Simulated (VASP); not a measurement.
A run of VASP 6.6.1 is set up as follows.

File INCAR:

```
  PREC = Accurate
  ENCUT = 520
  EDIFF = 1E-6
  ISMEAR = 0
  SIGMA = 0.01
  LREAL = Auto
  LASPH = True
  NELM = 100
  ALGO = Normal
  ISIF = 2
  LWAVE = False
  LCHARG = True
  GGA = PE
  LELF = True
  LVHAR = True
  NBANDS = 46
  NELECT = 66.0
```

The input KPOINTS:

```
regular mesh
0
Gamma
  5 5 3
```

The input POSCAR:

```
B8HN8
1.0
    2.5121811436      4.3512253786      0.0000000000
    2.5121811436     -4.3512253786      0.0000000000
    0.0000000000      0.0000000000     -8.3431635353
B N H
8 8 1
Direct
    0.1659490152      0.3318980305      0.7149113162
    0.1659490152      0.8340509848      0.7149113162
    0.6666666667      0.3333333333      0.7045234226
    0.6681019695      0.8340509848      0.7149113162
    0.3333333333      0.6666666667      0.2954765774
    0.3318980305      0.1659490152      0.2850886838
    0.8340509848      0.6681019695      0.2850886838
    0.8340509848      0.1659490152      0.2850886838
    0.1671119695      0.3342239391      0.2954383395
    0.1671119695      0.8328880305      0.2954383395
    0.6666666667      0.3333333333      0.2823944253
    0.6657760609      0.8328880305      0.2954383395
    0.3333333333      0.6666666667      0.7176055747
    0.3342239391      0.1671119695      0.7045616605
    0.8328880305      0.6657760609      0.7045616605
    0.8328880305      0.1671119695      0.7045616605
    0.0000000000      0.0000000000      0.0000000000
```

Potentials or basis: VASP PAW PBE potentials, release 64 (B, N, H).

Run with:

```sh
$ cat potpaw_PBE.64/B/POTCAR potpaw_PBE.64/N/POTCAR potpaw_PBE.64/H/POTCAR > POTCAR
$ mpirun -np 1 vasp_std > vasp.out
```

What does it give for the largest force?

0.012 eV/Å.

Forces on the atoms (eV/Å):
```
B    0.003 -0.002 -0.001
B    0.000  0.003 -0.001
B    0.000  0.000  0.002
B   -0.003 -0.002 -0.001
B    0.000  0.000 -0.002
B    0.003  0.002  0.001
B   -0.003  0.002  0.001
B    0.000 -0.003  0.001
N   -0.011  0.006 -0.002
N    0.000 -0.012 -0.002
N    0.000  0.000  0.003
N    0.011  0.006 -0.002
N    0.000  0.000 -0.003
N   -0.011 -0.006  0.002
N    0.011 -0.006  0.002
N    0.000  0.012  0.002
H    0.000  0.000  0.000
```

Caveat: the cell carries a net charge on a neutralising background, which shifts energy and pressure.
